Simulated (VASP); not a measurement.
Set up this calculation in VASP 6.6.1, as the native input.

```
Task                   : single point
Functional             : PBE
Potentials or basis    : VASP PAW PBE potentials, release 64 (Eu)
Cutoff                 : 520 eV
k mesh                 : 10 × 10 × 10
Occupations            : fermi-dirac, width 0.6 eV
Spin                   : collinear spin, ferromagnetic start
Starting moments       : [7.02] μB
Dipole correction      : no
Further INCAR settings : ALGO = Normal; EDIFF = 1e-07; NBANDS = 18
```

The structure of Eu lies in POSCAR:

```
Eu
1.0
   -2.1939508085      2.1939508085      2.1939508085
    2.1939508085     -2.1939508085      2.1939508085
    2.1939508085      2.1939508085     -2.1939508085
Eu
1
Direct
    0.0000000000      0.0000000000      0.0000000000
```

These files were run (other wordings do the same):

INCAR

```
SYSTEM = Eu
PREC = Accurate
ENCUT = 520
EDIFF = 1E-7
ISMEAR = -1
SIGMA = 0.6
LREAL = .FALSE.
LASPH = .TRUE.
NELM = 150
ALGO = Normal
ISIF = 2
LWAVE = .FALSE.
LCHARG = .FALSE.
ISPIN = 2
MAGMOM = 7.02
LORBIT = 11
LMAXMIX = 6
GGA = PE
NBANDS = 18
```

KPOINTS

```
Automatic mesh
0
G
  10 10 10
  0 0 0
```

Potentials or basis: VASP PAW PBE potentials, release 64 (Eu).

Run with:

```console
$ cat potpaw_PBE.64/Eu/POTCAR > POTCAR
$ mpirun -np 1 vasp_std > vasp.out
```

Results of the run:

The pressure is 0.1 GPa, the band gap on the k mesh is zero (filled and empty bands overlap) and the net moment is 6.99 μB per cell. The site moments are Eu +6.42 μB. The valence electrons inside the program's atomic spheres are Eu 14.62.

Caveat: so wide a smearing shifts energies and pressures; spin-orbit coupling is left out, which moves the levels of the heavy elements; semilocal functionals describe open f shells poorly, which spoils levels, moments and volumes.

Wall time 3.5 min on 1 thread of Intel Xeon 8259CL, on a shared host, peak memory 0.22 GiB.
